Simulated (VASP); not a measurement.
Set up this calculation in VASP 6.6.1, as the native input.

| Property | Result |
| --- | --- |
| Task | single point |
| Functional | PBE |
| Potentials or basis | VASP PAW PBE potentials, release 64 (Nd_3, As, Pb_d), 4f in core |
| Cutoff | 500 eV |
| k mesh | 6 × 6 × 2 |
| Occupations | gaussian, width 0.1 eV |
| Spin | no spin polarisation |
| Dipole correction | no |
| Mended | yes |
| Further INCAR settings | ALGO = Normal; EDIFF = 1e-06; NBANDS = 36 |

The structure of NdAs3Pb2 lies in POSCAR:

```
NdAs3Pb2
1.0
    4.9346125600      0.0000000000      0.0000000000
   -2.4673062800      4.2734998400      0.0000000000
    0.0000000000      0.0000000000      7.8665180800
Nd As Pb
1 3 2
Direct
    0.0000000000      0.0000000000      0.0000000000
    0.3333333300      0.6666666700      0.0000000000
    0.6666666700      0.3333333300      0.0000000000
    0.0000000000      0.0000000000      0.5000000000
    0.3333333300      0.6666666700      0.5000000000
    0.6666666700      0.3333333300      0.5000000000
```

The cell was built from a structure type or drawn by symmetry, and may not be a known phase.

One way to write it, as run:

INCAR

```
SYSTEM = NdAs3Pb2
ALGO = Normal ; EDIFF = 1E-6
ENCUT = 500 ; GGA = PE
GGA_COMPAT = .FALSE. ; ISIF = 2
ISMEAR = 0 ; LASPH = .TRUE.
LCHARG = .TRUE. ; LELF = .TRUE.
LMAXMIX = 6 ; LREAL = .FALSE.
LVHAR = .TRUE. ; LWAVE = .FALSE.
NBANDS = 36 ; NELM = 200
PREC = Accurate ; SIGMA = 0.1
```

KPOINTS

```
k-points
0
G
  6 6 2
  0 0 0
```

Potentials or basis: VASP PAW PBE potentials, release 64 (Nd_3, As, Pb_d), 4f in core.

The run is started by

```sh
$ cat potpaw_PBE.64/Nd_3/POTCAR potpaw_PBE.64/As/POTCAR potpaw_PBE.64/Pb_d/POTCAR > POTCAR
$ mpirun -np 1 vasp_std > vasp.out
```

It gave:

```
Pressure               : 13.4 GPa
Band gap on the k mesh : zero (bands 27 and 28 overlap by 0.86 eV)
```

Caveat: the k points lie up to 0.40 Å⁻¹ apart, too coarse for converged energies and pressures of a metal; spin-orbit coupling is left out, which moves the levels of the heavy elements; the 4f electrons are frozen in the core, so they carry no moment and show no levels.

Wall time 88 s on 1 thread of Intel(R) Xeon(R) Platinum 8259CL CPU @ 2.50GHz (Skylake/Cascade Lake), with other jobs on the host, peak memory 0.3 GiB.
